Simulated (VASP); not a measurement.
# TiW2 (P6_3/mmc) in VASP: single point with PBE

Aim: the single point of TiW2 with PBE.

Program: VASP 6.6.1. These are calculated values, not measurements. Logs are shortened: lines on timing, memory, paths and dates and some standing lists are left out, and cuts for length are marked.

### Step 1. The cell of the first run

The structure is hexagonal, space group P6_3/mmc (No. 194). The conventional cell has a = 2.797 Å, b = 2.797 Å, c = 14.750 Å, α = 90.00°, β = 90.00°, γ = 120.00°. Within 3.7 Å of Ti (site symmetry -6m2) lie 6 Ti at 2.80 Å and 6 W at 2.94 Å. W (site symmetry 3m) has 9 W at 2.80 to 2.94 Å and 3 Ti at 2.94 Å within 3.7 Å.

### Step 2. Single point, PBE

Contents of INCAR:

```
PREC = Accurate ; ENCUT = 520
EDIFF = 1E-7 ; ISMEAR = 0
SIGMA = 0.1 ; LREAL = F
LASPH = T ; NELM = 80
ALGO = Normal ; ISIF = 2
LWAVE = F ; LCHARG = F
GGA = PE ; NBANDS = 49
```

Contents of KPOINTS:

```
regular mesh
0
Gamma
  6 6 2
```

Contents of POSCAR:

```
TiW2
1.0
    2.7966014064      0.0000000000      0.0000000000
   -1.3983007032      2.4219278622      0.0000000000
    0.0000000000      0.0000000000     14.7502615976
Ti W
2 4
Direct
    0.3333333333      0.6666666667      0.7500000000
    0.6666666667      0.3333333333      0.2500000000
    0.3333333333      0.6666666667      0.0830848490
    0.3333333333      0.6666666667      0.4169151510
    0.6666666667      0.3333333333      0.9169151510
    0.6666666667      0.3333333333      0.5830848490
```

Potentials or basis: VASP PAW PBE potentials, release 64 (Ti_sv, W_sv).

The run is started by

```
cat potpaw_PBE.64/Ti_sv/POTCAR potpaw_PBE.64/W_sv/POTCAR > POTCAR
mpirun -np 1 vasp_std > vasp.out
```

OUTCAR:

```text
PREC = Accurate
   ENCUT = 520
   EDIFF = 1E-7
   ISMEAR = 0
   LREAL = F
   LASPH = T
   NELM = 80
   ISIF = 2
   GGA = PE

 ion  position               nearest neighbor table
   1  0.333  0.667  0.750-   5 2.94   6 2.94   5 2.94   6 2.94   5 2.94   6 2.94
   2  0.667  0.333  0.250-   3 2.94   4 2.94   3 2.94   4 2.94   3 2.94   4 2.94
   3  0.333  0.667  0.083-   5 2.94   5 2.94   5 2.94   2 2.94   2 2.94   2 2.94
   4  0.333  0.667  0.417-   6 2.94   6 2.94   6 2.94   2 2.94   2 2.94   2 2.94
   5  0.667  0.333  0.917-   3 2.94   3 2.94   3 2.94   1 2.94   1 2.94   1 2.94
   6  0.667  0.333  0.583-   4 2.94   4 2.94   4 2.94   1 2.94   1 2.94   1 2.94

  LATTYP: Found a hexagonal cell.
 ALAT       =     2.7966014064
 C/A-ratio  =     5.2743524922

  Lattice vectors:

 A1 = (   2.7966014064,   0.0000000000,   0.0000000000)
 A2 = (  -1.3983007032,   2.4219278622,   0.0000000000)
 A3 = (   0.0000000000,   0.0000000000,  14.7502615976)

Analysis of symmetry for initial positions (statically):
=====================================================================
 Subroutine PRICEL returns:
 Original cell was already a primitive cell.

 Routine SETGRP: Setting up the symmetry group for a
 hexagonal supercell.

 Subroutine GETGRP returns: Found 24 space group operations
 (whereof 12 operations were pure point group operations)
 out of a pool of 24 trial point group operations.

The static configuration has the point symmetry D_3d.
 The point group associated with its full space group is D_6h.

Analysis of symmetry for dynamics (positions and initial velocities):
=====================================================================
 Subroutine PRICEL returns:
 Original cell was already a primitive cell.

 Routine SETGRP: Setting up the symmetry group for a
 hexagonal supercell.

 Subroutine GETGRP returns: Found 24 space group operations
 (whereof 12 operations were pure point group operations)
 out of a pool of 24 trial point group operations.

The dynamic configuration has the point symmetry D_3d.
 The point group associated with its full space group is D_6h.

 Subroutine INISYM returns: Found 24 space group operations
 (whereof 12 operations are pure point group operations),
 and found     1 'primitive' translations

----------------------------------------------------------------------------------------

                                     Primitive cell

  volume of cell :      99.9060

  direct lattice vectors                    reciprocal lattice vectors
     2.796601406  0.000000000  0.000000000     0.357576878  0.206447107  0.000000000
    -1.398300703  2.421927862  0.000000000     0.000000000  0.412894214  0.000000000
     0.000000000  0.000000000 14.750261598     0.000000000  0.000000000  0.067795408

  length of vectors
     2.796601406  2.796601406 14.750261598     0.412894214  0.412894214  0.067795408

  position of ions in fractional coordinates (direct lattice)
     0.333333333  0.666666667  0.750000000
     0.666666667  0.333333333  0.250000000
     0.333333333  0.666666667  0.083084849
     0.333333333  0.666666667  0.416915151
     0.666666667  0.333333333  0.916915151
     0.666666667  0.333333333  0.583084849

  ion indices of the primitive-cell ions
   primitive index   ion index
                 1           1
                 2           2
                 3           3
                 4           4
                 5           5
                 6           6

----------------------------------------------------------------------------------------

 KPOINTS: regular mesh

Automatic generation of k-mesh.
 Grid dimensions read from file:
 generate k-points for:    6    6    2

 Generating k-lattice:

  Cartesian coordinates                     Fractional coordinates (reciprocal lattice)
     0.059596146  0.034407851  0.000000000     0.166666667  0.000000000  0.000000000
     0.000000000  0.068815702  0.000000000     0.000000000  0.166666667  0.000000000
     0.000000000  0.000000000  0.033897704     0.000000000  0.000000000  0.500000000

  Length of vectors
     0.068815702  0.068815702  0.033897704

  Shift w.r.t. Gamma in fractional coordinates (k-lattice)
     0.000000000  0.000000000  0.000000000

 Subroutine IBZKPT returns following result:
 ===========================================

 Found     14 irreducible k-points:

 Following reciprocal coordinates:
            Coordinates               Weight
  0.000000  0.000000  0.000000      1.000000
  0.166667 -0.000000  0.000000      6.000000
  0.333333  0.000000  0.000000      6.000000
  0.500000  0.000000  0.000000      3.000000
  0.166667  0.166667  0.000000      6.000000
  0.333333  0.166667  0.000000     12.000000
  0.333333  0.333333  0.000000      2.000000
  0.000000  0.000000  0.500000      1.000000
  0.166667 -0.000000  0.500000      6.000000
  0.333333  0.000000  0.500000      6.000000
  0.500000  0.000000  0.500000      3.000000
  0.166667  0.166667  0.500000      6.000000
  0.333333  0.166667  0.500000     12.000000
  0.333333  0.333333  0.500000      2.000000
   k-points           NKPTS =     14   k-points in BZ     NKDIM =     14   number of bands    NBANDS=     49
   number of dos      NEDOS =    301   number of ions     NIONS =      6
   total plane-waves  NPLWV =  64512
   dimension x,y,z NGX =    24 NGY =   24 NGZ =  112
   dimension x,y,z NGXF=    48 NGYF=   48 NGZF=  224
   ions per type =               2   4
   NGX,Y,Z   is equivalent  to a cutoff of  14.27, 14.27, 12.62 a.u.
   NGXF,Y,Z  is equivalent  to a cutoff of  28.53, 28.53, 25.25 a.u.
 SYSTEM =  unknown system
   PREC   = accura    normal or accurate (medium, high low for compatibility)
   ISTART =      0    job   : 0-new  1-cont  2-samecut
   ICHARG =      2    charge: 1-file 2-atom 10-const
   ISPIN  =      1    spin polarized calculation?
   LNONCOLLINEAR =      F non collinear calculations
   LSORBIT =      F    spin-orbit coupling
   LASPH  =      T    aspherical Exc in radial PAW
   ENCUT  =  520.0 eV  38.22 Ry    6.18 a.u.   5.20  5.20 27.43*2*pi/ulx,y,z
   NELM   =     80;   NELMIN=  2; NELMDL= -5     # of ELM steps
   EDIFF  = 0.1E-06   stopping-criterion for ELM
   LREAL  =      F    real-space projection
   EDIFFG = 0.1E-05   stopping-criterion for IOM
   NSW    =      0    number of steps for IOM
   IBRION =     -1    ionic relax: 0-MD 1-quasi-New 2-CG
   NFREE  =      0    steps in history (QN), initial steepest desc. (CG)
   ISIF   =      2    stress and relaxation
   ISYM   =      2    0-nonsym 1-usesym 2-fastsym
   POTIM  = 0.5000    time-step for ionic-motion
   TEBEG  =    0.0;   TEEND  =   0.0 temperature during run
   PSTRESS=    0.0 pullay stress
   NELECT =      80.0000    total number of electrons
   NUPDOWN=      -1.0000    fix difference up-down
   EMIN   =  10.00;   EMAX   =-10.00  energy-range for DOS
   EFERMI =   0.00;   METHOD = LEGACY
   ISMEAR =     0;   SIGMA  =   0.10  broadening in eV -4-tet -1-fermi 0-gaus
   EFERMI_NEDOS =   21; number of points for ismear=-14 and -15
   IALGO  =     38    algorithm
   IMIX   =      4    mixing-type and parameters
     AMIX     =   0.40;   BMIX     =  1.00
     AMIX_MAG =   1.60;   BMIX_MAG =  1.00
  volume/ion in A,a.u.               =      16.65       112.37
  Fermi-wavevector in a.u.,A,eV,Ry     =   1.520224  2.872807 31.444177  2.311082
  Thomas-Fermi vector in A             =   2.629104
   LORBIT       =      0    0 simple, 1 ext, 2 COOP (PROOUT), +10 PAW based schemes
   GGA     = PE    functional components
   LHFCALC =     F    Hartree Fock is set to
   AEXX    =    0.0000 exact exchange contribution
   IVDW    =     0    specifies the selected vdW correction
   LEPSILON=     F    determine dielectric tensor
   LRPA    =     F    only Hartree local field effects (RPA)
 non-spin polarized calculation
 Gauss-broadening in eV      SIGMA  =   0.10
  energy-cutoff  :      520.00
  volume of cell :       99.91
 maximum number of plane-waves:      2708
 NGX is ok and might be reduce to    24
   NGX = 11   NGY = 11   NGZ = 55

 number of electron      79.9999995 magnetization

 Free energy of the ion-electron system (eV)
  ---------------------------------------------------
  ext. energy  EPLUGINS =         0.00000000
  ---------------------------------------------------
  free energy    TOTEN  =       -65.18471116 eV

  energy without entropy =      -65.13117363  energy(sigma->0) =      -65.15794239

 E-fermi :   9.8241     XC(G=0): -12.8016

 val. band max:        9.7860595842   @ k =   0.3333   0.1667   0.5000
 cond. band min:       9.8247300924   @ k =   0.1667   0.1667   0.0000
 fundamental gap:      0.0386705083
 Fermi energy:         9.8240851701

 k-point     1 :       0.0000    0.0000    0.0000
  band No.  band energies     occupation
      1     -63.9597      2.00000
      2     -63.9597      2.00000
      3     -63.9231      2.00000
      4     -63.9230      2.00000
      5     -46.7835      2.00000
      6     -46.7835      2.00000
[... 41 lines left out ...]
     48      10.8498      0.00000
     49      11.9026      0.00000

 k-point     2 :       0.1667   -0.0000    0.0000
  band No.  band energies     occupation
      1     -63.9350      2.00000
      2     -63.9350      2.00000
      3     -63.9027      2.00000
      4     -63.9027      2.00000
      5     -46.7518      2.00000
      6     -46.7518      2.00000
[... 41 lines left out ...]
     48      11.3025      0.00000
     49      11.3283      0.00000

 k-point     3 :       0.3333    0.0000    0.0000
  band No.  band energies     occupation
      1     -63.8842      2.00000
      2     -63.8841      2.00000
      3     -63.8630      2.00000
      4     -63.8630      2.00000
      5     -46.6879      2.00000
      6     -46.6879      2.00000
[... 561 lines left out ...]
     48      12.5660      0.00000
     49      12.9929      0.00000

 k-point    14 :       0.3333    0.3333    0.5000
  band No.  band energies     occupation
      1     -63.8394      2.00000
      2     -63.8394      2.00000
      3     -63.8394      2.00000
      4     -63.8394      2.00000
      5     -46.6395      2.00000
      6     -46.6395      2.00000
[... 41 lines left out ...]
     48      12.5084      0.00000
     49      13.1321      0.00000

------------------------ aborting loop because EDIFF is reached ----------------------------------------

  FORCE on cell =-STRESS in cart. coord.  units (eV):
  Direction    XX          YY          ZZ          XY          YZ          ZX
  --------------------------------------------------------------------------------------
  -------------------------------------------------------------------------------------
  Total       -0.0620279     -0.0620279     -0.1417002      0.0000000      0.0000000      0.0000000
  in kB       -0.9947316     -0.9947316     -2.2724243      0.0000000      0.0000000      0.0000000
  external PRESSURE =      -1.4206292 kB  Pullay stress =       0.0000000 kB

 VOLUME and BASIS-vectors are now :
 -----------------------------------------------------------------------------
  energy-cutoff  :      520.00
  volume of cell :       99.91
      direct lattice vectors                 reciprocal lattice vectors
     2.796601406  0.000000000  0.000000000     0.357576878  0.206447107  0.000000000
    -1.398300703  2.421927862  0.000000000     0.000000000  0.412894214  0.000000000
     0.000000000  0.000000000 14.750261598     0.000000000  0.000000000  0.067795408

 POSITION                                       TOTAL-FORCE (eV/Angst)
 -----------------------------------------------------------------------------------
     -0.00000      1.61462     11.06270        -0.000000      0.000000      0.000000
      1.39830      0.80731      3.68757         0.000000      0.000000      0.000000
     -0.00000      1.61462      1.22552        -0.000000      0.000000      0.012189
     -0.00000      1.61462      6.14961        -0.000000      0.000000     -0.012189
      1.39830      0.80731     13.52474         0.000000     -0.000000     -0.012189
      1.39830      0.80731      8.60065         0.000000     -0.000000      0.012189
 -----------------------------------------------------------------------------------
    total drift:                               -0.000000      0.000000     -0.000000

  FREE ENERGIE OF THE ION-ELECTRON SYSTEM (eV)
  ---------------------------------------------------
  free  energy   TOTEN  =       -65.1847111555 eV

  energy  without entropy=      -65.1311736264  energy(sigma->0) =      -65.15794239
```

Wall time 55 s (1 thread of Intel Xeon 6975P-C (Granite Rapids), shared host); peak memory 0.26 GiB.

What came out:

- Free energy: -65.1847 eV
- Pressure: -0.1 GPa
- Largest force: 0.012 eV/Å
- Band gap on the k mesh: zero (band 40 reaches 10.18 eV, above the bottom of band 41 at 9.41 eV)

Forces in eV/Å, atoms in the order of the input:
```
Ti   0.000  0.000  0.000
Ti   0.000  0.000  0.000
W    0.000  0.000  0.012
W    0.000  0.000 -0.012
W    0.000  0.000 -0.012
W    0.000  0.000  0.012
```

Stress tensor (GPa, compression positive):
```
-0.10  0.00  0.00
 0.00 -0.10  0.00
 0.00  0.00 -0.23
```

Levels at points of the mesh, in eV from the Fermi level:
```csv
k point,band 38,band 39,band 40,band 41,band 42,band 43
"(0.00, 0.00, 0.00)",-0.35,-0.15,-0.13,-0.13,-0.13,-0.13
"(0.50, 0.00, 0.00)",0.20,0.28,0.31,0.62,0.80,1.35
"(0.00, 0.00, 0.50)",-0.39,-0.17,-0.17,-0.12,-0.12,-0.12
"(0.50, 0.00, 0.50)",0.24,0.35,0.35,0.79,0.79,1.41
```

Caveat: the k points lie up to 0.43 Å⁻¹ apart; spin-orbit coupling is left out, which moves the levels of the heavy elements.
